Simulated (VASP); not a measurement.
MnS, 2 atoms in the cell. The structure is cubic, space group F-43m (No. 216). Conventional cell: a = 5.044 Å, b = 5.044 Å, c = 5.044 Å, α = 90.00°, β = 90.00°, γ = 90.00°. Within 2.9 Å of Mn (site symmetry -43m) lie 4 S at 2.18 Å. Within 2.9 Å of S (site symmetry -43m) lie 4 Mn at 2.18 Å. 

| Item | Value |
| --- | --- |
| Program | VASP 6.6.1 |
| Task | single point |
| Functional | LDA |
| Potentials or basis | VASP PAW LDA potentials, release 64 (Mn_pv, S) |
| Cutoff | 520 eV |
| k mesh | 9 × 9 × 9 |
| Occupations | fermi-dirac, width 0.05 eV |
| Spin | collinear spin, ferromagnetic start |
| Starting moments | [4.0, 0.0] μB |
| Dipole correction | no |
| Further INCAR settings | ALGO = Normal; EDIFF = 1e-07; NBANDS = 20 |

Potentials or basis: VASP PAW LDA potentials, release 64 (Mn_pv, S).

Launch:

```bash
$ cat potpaw_LDA.64/Mn_pv/POTCAR potpaw_LDA.64/S/POTCAR > POTCAR
$ mpirun -np 1 vasp_std > vasp.out
```

Hardware: 1 thread of Intel(R) Xeon(R) Platinum 8488C (Sapphire Rapids), with other jobs on the host.

Q: How long does it take, and how much memory?

A: Run time: 44 s on 1 thread of Intel(R) Xeon(R) Platinum 8488C (Sapphire Rapids), with other jobs on the host, peak memory 0.17 GiB. Counts: scf iterations 21, k points 35.
